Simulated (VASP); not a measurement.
A run of VASP 6.6.1 is set up as follows.

The input POSCAR:

```
CSO
1.0
    8.6508260000      0.0000000000      0.0000000000
    0.0000000000      8.6508260000      0.0000000000
    0.0000000000      0.0000000000      8.6508260000
O C S
6 6 6
Direct
    0.4203837432      0.1736616402      0.3308479098
    0.5109313893      0.5333371792      0.3511865685
    0.5115625628      0.8532126824      0.5261191008
    1.0171822951      0.8707477305      0.0823987685
    0.5053326589      0.4073761101      0.9960630594
    0.2794166805      0.4246544277      0.6174778857
    0.3032103380      0.2229245169      0.2887107766
    0.5903770971      0.4917023868      0.4507350484
    0.3781771703      0.8518908431      0.5136072434
    0.9180952912      0.8863950456      0.1714280241
    0.4900716220      0.5393039774      0.9784074906
    0.1848665109      0.4633567906      0.7041870597
    0.1455084100      0.2884688899      0.2321319751
    0.6974578684      0.4360621281      0.5842407182
    0.1987022003      0.8502118293      0.4980394835
    0.7845469517      0.9063900195      0.2909285913
    0.4696578949      0.7163644697      0.9536943413
    0.0582676154      0.5162251328      0.8205257550
```

The input INCAR.step1:

```
SYSTEM = CSO
ALGO = Normal ; EDIFF = 1E-4
ENCUT = 520 ; GGA = PE
ISMEAR = -1 ; LASPH = .TRUE.
LCHARG = .FALSE. ; LREAL = Auto
LWAVE = .TRUE. ; NBANDS = 63
NELM = 80 ; PREC = Accurate
SIGMA = 0.05
```

Contents of INCAR.step2:

```
SYSTEM = CSO
ALGO = Normal ; EDIFF = 1E-6
ENCUT = 520 ; ISIF = 2
ISMEAR = -1 ; ISTART = 1
IVDW = 12 ; LASPH = .TRUE.
LCHARG = .FALSE. ; LMIXTAU = .TRUE.
LREAL = Auto ; LWAVE = .FALSE.
METAGGA = R2SCAN ; NBANDS = 63
NELM = 80 ; PREC = Accurate
SIGMA = 0.05 ; VDW_A1 = 0.49484001
VDW_A2 = 5.73083694 ; VDW_S6 = 1.0
VDW_S8 = 0.78981345
```

The input KPOINTS:

```
k-points
0
G
  1 1 1
  0 0 0
```

Potentials or basis: VASP PAW PBE potentials, release 64 (O, C, S).

Run with:

```sh
$ cat potpaw_PBE.64/O/POTCAR potpaw_PBE.64/C/POTCAR potpaw_PBE.64/S/POTCAR > POTCAR
$ cp INCAR.step1 INCAR
$ mpirun -np 1 vasp_gam > vasp.out
$ cp INCAR.step2 INCAR
$ mpirun -np 1 vasp_gam > vasp.out
```

(1) Predict the largest force.

(2) Predict the dispersion energy per atom.

(3) What does it give for the pressure?

## Answers

(1) 1.092 eV/Å.

(2) -0.032 eV.

(3) 0.0 GPa.

Caveat: the k points lie up to 0.73 Å⁻¹ apart; the PAW data sets were made with another functional, which shifts forces and pressure a little.
